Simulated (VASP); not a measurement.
Here is a VASP 6.6.1 calculation.

File INCAR:

```
SYSTEM = Pt
ALGO     = Normal         ! electronic algorithm
EDIFF    = 1E-7           ! SCF threshold, eV
ENCUT    = 520            ! plane-wave cutoff, eV
GGA      = PE             ! functional
ISIF     = 2              ! what is computed and relaxed
ISMEAR   = -1             ! smearing method
LASPH    = .TRUE.         ! aspherical terms in the spheres
LCHARG   = .FALSE.        ! write CHGCAR
LREAL    = .FALSE.        ! projectors in reciprocal space
LWAVE    = .FALSE.        ! write WAVECAR
NBANDS   = 11             ! bands
NELM     = 60             ! most SCF steps
PREC     = Accurate       ! precision mode
SIGMA    = 0.1            ! smearing width, eV
```

File KPOINTS:

```
k-points
0
G
  13 13 13
  0 0 0
```

File POSCAR:

```
Pt
1.0
    2.6600962030      0.0000000000      0.0000000000
    0.0000000000      2.6600962030      0.0000000000
    0.0000000000      0.0000000000      2.6600962030
Pt
1
Direct
    0.0000000000      0.0000000000      0.0000000000
```

Potentials or basis: VASP PAW PBE potentials, release 64 (Pt).

Launch:

```console
$ cat potpaw_PBE.64/Pt/POTCAR > POTCAR
$ mpirun -np 1 vasp_std > vasp.out
```

Question: Predict the band gap on the k mesh.

Answer: Zero (band 5 reaches 9.23 eV, above the bottom of band 6 at 6.60 eV).

Question: Estimate the pressure.

Answer: -6.9 GPa.

Caveat: spin-orbit coupling is left out, which moves the levels of the heavy elements.
